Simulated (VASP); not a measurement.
# Y (P6_3/mmc) in VASP: notebook

Runs on Y. Level: LDA. Tasks: single point, relaxation of volume and atoms at fixed shape.

All numbers are computed with VASP 6.6.1; they aren't measurements. Logs are shortened: lines on timing, memory, paths and dates and some standing lists are left out, and cuts for length are marked.

### 1 The cell of the first run

The structure is hexagonal, space group P6_3/mmc (No. 194). Conventional cell: a = 3.517 Å, b = 3.517 Å, c = 5.525 Å, α = 90.00°, β = 90.00°, γ = 120.00°. Within 4.5 Å of Y (site symmetry -6m2) lie 12 Y at 3.43 to 3.52 Å.

### 2 Single point, LDA

File INCAR:

```
SYSTEM = Y
ALGO = Normal ; EDIFF = 1E-6
ENCUT = 520 ; GGA = CA
ISIF = 2 ; ISMEAR = -1
LASPH = .TRUE. ; LCHARG = .FALSE.
LREAL = .FALSE. ; LWAVE = .FALSE.
NBANDS = 18 ; NELM = 100
PREC = Accurate ; SIGMA = 0.05
```

File KPOINTS:

```
k-points
0
G
  6 6 3
  0 0 0
```

File POSCAR:

```
Y
1.0
    3.5168121874      0.0000000000      0.0000000000
   -1.7584060937      3.0456486946      0.0000000000
    0.0000000000      0.0000000000      5.5254274061
Y
2
Direct
    0.3333333333      0.6666666667      0.2500000000
    0.6666666667      0.3333333333      0.7500000000
```

Potentials or basis: VASP PAW LDA potentials, release 64 (Y_sv).

Started as:

```
$ cat potpaw_LDA.64/Y_sv/POTCAR > POTCAR
$ mpirun -np 1 vasp_std > vasp.out
```

OUTCAR:

```text
SYSTEM = Y
   EDIFF = 1E-6
   ENCUT = 520
   GGA = CA
   ISIF = 2
   ISMEAR = -1
   LASPH = .TRUE.
   LREAL = .FALSE.
   NELM = 100
   PREC = Accurate

 ion  position               nearest neighbor table
   1  0.333  0.667  0.250-   2 3.43   2 3.43   2 3.43   2 3.43   2 3.43   2 3.43
   2  0.667  0.333  0.750-   1 3.43   1 3.43   1 3.43   1 3.43   1 3.43   1 3.43

  LATTYP: Found a hexagonal cell.
 ALAT       =     3.5168121874
 C/A-ratio  =     1.5711465702

  Lattice vectors:

 A1 = (   3.5168121874,   0.0000000000,   0.0000000000)
 A2 = (  -1.7584060937,   3.0456486946,   0.0000000000)
 A3 = (   0.0000000000,   0.0000000000,   5.5254274061)

Analysis of symmetry for initial positions (statically):
=====================================================================
 Subroutine PRICEL returns:
 Original cell was already a primitive cell.

 Routine SETGRP: Setting up the symmetry group for a
 hexagonal supercell.

 Subroutine GETGRP returns: Found 24 space group operations
 (whereof 12 operations were pure point group operations)
 out of a pool of 24 trial point group operations.

The static configuration has the point symmetry D_3d.
 The point group associated with its full space group is D_6h.

Analysis of symmetry for dynamics (positions and initial velocities):
=====================================================================
 Subroutine PRICEL returns:
 Original cell was already a primitive cell.

 Routine SETGRP: Setting up the symmetry group for a
 hexagonal supercell.

 Subroutine GETGRP returns: Found 24 space group operations
 (whereof 12 operations were pure point group operations)
 out of a pool of 24 trial point group operations.

The dynamic configuration has the point symmetry D_3d.
 The point group associated with its full space group is D_6h.

 Subroutine INISYM returns: Found 24 space group operations
 (whereof 12 operations are pure point group operations),
 and found     1 'primitive' translations

----------------------------------------------------------------------------------------

                                     Primitive cell

  volume of cell :      59.1827

  direct lattice vectors                    reciprocal lattice vectors
     3.516812187  0.000000000  0.000000000     0.284348423  0.164168639  0.000000000
    -1.758406094  3.045648695  0.000000000     0.000000000  0.328337277  0.000000000
     0.000000000  0.000000000  5.525427406     0.000000000  0.000000000  0.180981475

  length of vectors
     3.516812187  3.516812187  5.525427406     0.328337277  0.328337277  0.180981475

  position of ions in fractional coordinates (direct lattice)
     0.333333333  0.666666667  0.250000000
     0.666666667  0.333333333  0.750000000

  ion indices of the primitive-cell ions
   primitive index   ion index
                 1           1
                 2           2

----------------------------------------------------------------------------------------

 KPOINTS: k-points

Automatic generation of k-mesh.
 Grid dimensions read from file:
 generate k-points for:    6    6    3

 Generating k-lattice:

  Cartesian coordinates                     Fractional coordinates (reciprocal lattice)
     0.047391404  0.027361440  0.000000000     0.166666667  0.000000000  0.000000000
     0.000000000  0.054722880  0.000000000     0.000000000  0.166666667  0.000000000
     0.000000000  0.000000000  0.060327158     0.000000000  0.000000000  0.333333333

  Length of vectors
     0.054722880  0.054722880  0.060327158

  Shift w.r.t. Gamma in fractional coordinates (k-lattice)
     0.000000000  0.000000000  0.000000000

 Subroutine IBZKPT returns following result:
 ===========================================

 Found     14 irreducible k-points:

 Following reciprocal coordinates:
            Coordinates               Weight
  0.000000  0.000000  0.000000      1.000000
  0.166667 -0.000000  0.000000      6.000000
  0.333333  0.000000  0.000000      6.000000
  0.500000  0.000000  0.000000      3.000000
  0.166667  0.166667  0.000000      6.000000
  0.333333  0.166667  0.000000     12.000000
  0.333333  0.333333  0.000000      2.000000
  0.000000  0.000000  0.333333      2.000000
  0.166667 -0.000000  0.333333     12.000000
  0.333333  0.000000  0.333333     12.000000
  0.500000  0.000000  0.333333      6.000000
  0.166667  0.166667  0.333333     12.000000
  0.333333  0.166667  0.333333     24.000000
  0.333333  0.333333  0.333333      4.000000
   k-points           NKPTS =     14   k-points in BZ     NKDIM =     14   number of bands    NBANDS=     18
   number of dos      NEDOS =    301   number of ions     NIONS =      2
   total plane-waves  NPLWV =  32928
   dimension x,y,z NGX =    28 NGY =   28 NGZ =   42
   dimension x,y,z NGXF=    56 NGYF=   56 NGZF=   84
   ions per type =               2
   NGX,Y,Z   is equivalent  to a cutoff of  13.24, 13.24, 12.64 a.u.
   NGXF,Y,Z  is equivalent  to a cutoff of  26.47, 26.47, 25.27 a.u.
 SYSTEM =  Y
   PREC   = accura    normal or accurate (medium, high low for compatibility)
   ISTART =      0    job   : 0-new  1-cont  2-samecut
   ICHARG =      2    charge: 1-file 2-atom 10-const
   ISPIN  =      1    spin polarized calculation?
   LNONCOLLINEAR =      F non collinear calculations
   LSORBIT =      F    spin-orbit coupling
   LASPH  =      T    aspherical Exc in radial PAW
   ENCUT  =  520.0 eV  38.22 Ry    6.18 a.u.   6.54  6.54 10.27*2*pi/ulx,y,z
   NELM   =    100;   NELMIN=  2; NELMDL= -5     # of ELM steps
   EDIFF  = 0.1E-05   stopping-criterion for ELM
   LREAL  =      F    real-space projection
   EDIFFG = 0.1E-04   stopping-criterion for IOM
   NSW    =      0    number of steps for IOM
   IBRION =     -1    ionic relax: 0-MD 1-quasi-New 2-CG
   NFREE  =      0    steps in history (QN), initial steepest desc. (CG)
   ISIF   =      2    stress and relaxation
   ISYM   =      2    0-nonsym 1-usesym 2-fastsym
   POTIM  = 0.5000    time-step for ionic-motion
   TEBEG  =    0.0;   TEEND  =   0.0 temperature during run
   PSTRESS=    0.0 pullay stress
   NELECT =      22.0000    total number of electrons
   NUPDOWN=      -1.0000    fix difference up-down
   EMIN   =  10.00;   EMAX   =-10.00  energy-range for DOS
   EFERMI =   0.00;   METHOD = LEGACY
   ISMEAR =    -1;   SIGMA  =   0.05  broadening in eV -4-tet -1-fermi 0-gaus
   EFERMI_NEDOS =   21; number of points for ismear=-14 and -15
   IALGO  =     38    algorithm
   IMIX   =      4    mixing-type and parameters
     AMIX     =   0.40;   BMIX     =  1.00
     AMIX_MAG =   1.60;   BMIX_MAG =  1.00
  volume/ion in A,a.u.               =      29.59       199.69
  Fermi-wavevector in a.u.,A,eV,Ry     =   1.177111  2.224417 18.852102  1.385590
  Thomas-Fermi vector in A             =   2.313463
   LORBIT       =      0    0 simple, 1 ext, 2 COOP (PROOUT), +10 PAW based schemes
   GGA     = CA    functional components
   LHFCALC =     F    Hartree Fock is set to
   AEXX    =    0.0000 exact exchange contribution
   IVDW    =     0    specifies the selected vdW correction
   LEPSILON=     F    determine dielectric tensor
   LRPA    =     F    only Hartree local field effects (RPA)
 non-spin polarized calculation
  energy-cutoff  :      520.00
  volume of cell :       59.18
 maximum number of plane-waves:      1617
 NGX is ok and might be reduce to    28
   NGX = 13   NGY = 13   NGZ = 21

 number of electron      22.0000001 magnetization

 Free energy of the ion-electron system (eV)
  ---------------------------------------------------
  ext. energy  EPLUGINS =         0.00000000
  ---------------------------------------------------
  free energy    TOTEN  =       -13.94222352 eV

  energy without entropy =      -13.92401477  energy(sigma->0) =      -13.93311915

 E-fermi :   3.3279     XC(G=0): -10.0538

 val. band max:        3.2380925783   @ k =   0.3333   0.1667   0.0000
 cond. band min:       3.3399085002   @ k =   0.1667   0.1667   0.0000
 fundamental gap:      0.1018159219
 Fermi energy:         3.3278973335

 k-point     1 :       0.0000    0.0000    0.0000
  band No.  band energies     occupation
      1     -38.8512      2.00000
      2     -38.7339      2.00000
      3     -19.4035      2.00000
      4     -18.7169      2.00000
      5     -18.7169      2.00000
      6     -18.5926      2.00000
[... 10 lines left out ...]
     17       6.3153      0.00000
     18       6.3153      0.00000

 k-point     2 :       0.1667   -0.0000    0.0000
  band No.  band energies     occupation
      1     -38.8301      2.00000
      2     -38.7266      2.00000
      3     -19.3355      2.00000
      4     -18.8545      2.00000
      5     -18.7620      2.00000
      6     -18.7341      2.00000
[... 10 lines left out ...]
     17       6.2090      0.00000
     18       6.4047      0.00000

 k-point     3 :       0.3333    0.0000    0.0000
  band No.  band energies     occupation
      1     -38.7835      2.00000
      2     -38.7160      2.00000
      3     -19.1687      2.00000
      4     -19.1296      2.00000
      5     -18.9950      2.00000
      6     -18.8454      2.00000
[... 10 lines left out ...]
     17       7.5532      0.00000
     18       7.9072      0.00000

 k-point     4 :       0.5000    0.0000    0.0000
  band No.  band energies     occupation
      1     -38.7545      2.00000
      2     -38.7162      2.00000
      3     -19.2658      2.00000
      4     -19.1168      2.00000
      5     -19.0435      2.00000
      6     -18.8849      2.00000
[... 165 lines left out ...]
      4     -19.0658      2.00000
      5     -18.8556      2.00000
      6     -18.8217      2.00000
[... 10 lines left out ...]
     17       7.5981      0.00000
     18       7.8637      0.00000

 k-point    13 :       0.3333    0.1667    0.3333
  band No.  band energies     occupation
      1     -38.7451      2.00000
      2     -38.7257      2.00000
      3     -19.2756      2.00000
      4     -19.2094      2.00000
      5     -18.9503      2.00000
      6     -18.8496      2.00000
[... 10 lines left out ...]
     17       8.1796      0.00000
     18       9.3376      0.00000

 k-point    14 :       0.3333    0.3333    0.3333
  band No.  band energies     occupation
      1     -38.7281      2.00000
      2     -38.7281      2.00000
      3     -19.1949      2.00000
      4     -19.1949      2.00000
      5     -19.0977      2.00000
      6     -18.9580      2.00000
[... 10 lines left out ...]
     17       8.3788      0.00000
     18       8.3788      0.00000

------------------------ aborting loop because EDIFF is reached ----------------------------------------

  FORCE on cell =-STRESS in cart. coord.  units (eV):
  Direction    XX          YY          ZZ          XY          YZ          ZX
  --------------------------------------------------------------------------------------
  -------------------------------------------------------------------------------------
  Total       -0.0213702     -0.0213702     -0.1057715      0.0000000     -0.0000000     -0.0000000
  in kB       -0.5785290     -0.5785290     -2.8634166      0.0000000     -0.0000000     -0.0000000
  external PRESSURE =      -1.3401582 kB  Pullay stress =       0.0000000 kB

 VOLUME and BASIS-vectors are now :
 -----------------------------------------------------------------------------
  energy-cutoff  :      520.00
  volume of cell :       59.18
      direct lattice vectors                 reciprocal lattice vectors
     3.516812187  0.000000000  0.000000000     0.284348423  0.164168639  0.000000000
    -1.758406094  3.045648695  0.000000000     0.000000000  0.328337277  0.000000000
     0.000000000  0.000000000  5.525427406     0.000000000  0.000000000  0.180981475

 POSITION                                       TOTAL-FORCE (eV/Angst)
 -----------------------------------------------------------------------------------
     -0.00000      2.03043      1.38136        -0.000000     -0.000000      0.000000
      1.75841      1.01522      4.14407         0.000000      0.000000      0.000000
 -----------------------------------------------------------------------------------
    total drift:                               -0.000000      0.000000     -0.000000

  FREE ENERGIE OF THE ION-ELECTRON SYSTEM (eV)
  ---------------------------------------------------
  free  energy   TOTEN  =       -13.9422235214 eV

  energy  without entropy=      -13.9240147693  energy(sigma->0) =      -13.93311915
```

It took 33 s on 1 thread of Intel Xeon 8259CL, shared host; peak memory 0.16 GiB.

What came out:

```yaml
Free_energy: -13.9422 eV
Pressure: -0.1 GPa
Band_gap_on_the_k_mesh: zero (bands 11 and 12 overlap by 1.70 eV)
```

Caveat: the k points lie up to 0.38 Å⁻¹ apart, too coarse for converged energies and pressures of a metal.

### 3 Relaxation of volume and atoms at fixed shape, LDA

This run uses another cell than the first one, of 33.01 Å³/atom.

File INCAR:

```
PREC = Accurate
ENCUT = 600
EDIFF = 1E-7
ISMEAR = -1
SIGMA = 0.05
LREAL = False
LASPH = True
NELM = 100
ALGO = Normal
ISIF = 8
LWAVE = False
LCHARG = False
GGA = CA
IBRION = 2
NSW = 80
EDIFFG = -0.03
```

File KPOINTS:

```
Automatic mesh
0
Gamma
  6 6 3
```

File POSCAR:

```
Y
1.0
    3.6474000000      0.0000000000      0.0000000000
   -1.8237000000      3.1587410578      0.0000000000
    0.0000000000      0.0000000000      5.7306000000
Y
2
Direct
    0.3333330000      0.6666670000      0.2500000000
    0.6666670000      0.3333330000      0.7500000000
```

Potentials or basis: VASP PAW LDA potentials, release 64 (Y_sv).

Started as:

```
$ cat potpaw_LDA.64/Y_sv/POTCAR > POTCAR
$ mpirun -np 1 vasp_std > vasp.out
```

It took 2 min on 1 thread of Intel Xeon 8259CL, shared host; peak memory 0.19 GiB.

The run converged. Its results:

- Free energy: -13.9426 eV
- Relaxed volume: 29.50 Å³/atom
- Relaxed cell: a = 3.513 Å, b = 3.513 Å, c = 5.519 Å, α = 90.00°, β = 90.00°, γ = 120.00°
- Space group after relaxing (to 0.1 Å): P6_3/mmc (No. 194)
- Energy gained by relaxing: 50.5 meV/atom
- Ionic steps: 3
- Pressure after relaxing: 0.0 GPa
- Band gap on the k mesh: zero (bands 11 and 12 overlap by 1.71 eV)

Stress tensor (GPa, compression positive):
```
 0.09  0.00  0.00
 0.00  0.09  0.00
 0.00  0.00 -0.14
```

The path:
```
step  energy change (eV)  largest force (eV/Å)  pressure (GPa)  volume (Å³)
   1              0.0000                0.0000           -4.25        66.02
   2             -0.0984                0.0000            0.81        58.01
   3             -0.1009                0.0000            0.01        58.99
```

Final structure:
```yaml
crystal:
  lattice:
    - [3.51302, 0.00000, 0.00000]
    - [-1.75651, 3.04237, 0.00000]
    - [0.00000, 0.00000, 5.51948]
  atoms:
    - { symbol: Y, position: [0.33333, 0.66667, 0.25000] }
    - { symbol: Y, position: [0.66667, 0.33333, 0.75000] }
```

Levels at points of the mesh, in eV from the Fermi level:
```csv
k point,band 9,band 10,band 11,band 12,band 13,band 14
"(0.00, 0.00, 0.00)",-4.80,-2.02,1.35,1.82,1.82,2.15
"(0.50, 0.00, 0.00)",-1.69,-1.38,-0.97,0.18,1.51,1.59
```

Caveat: the k points lie up to 0.38 Å⁻¹ apart in the final cell, too coarse for converged energies and pressures of a metal. LDA usually gives volumes a few per cent too small.
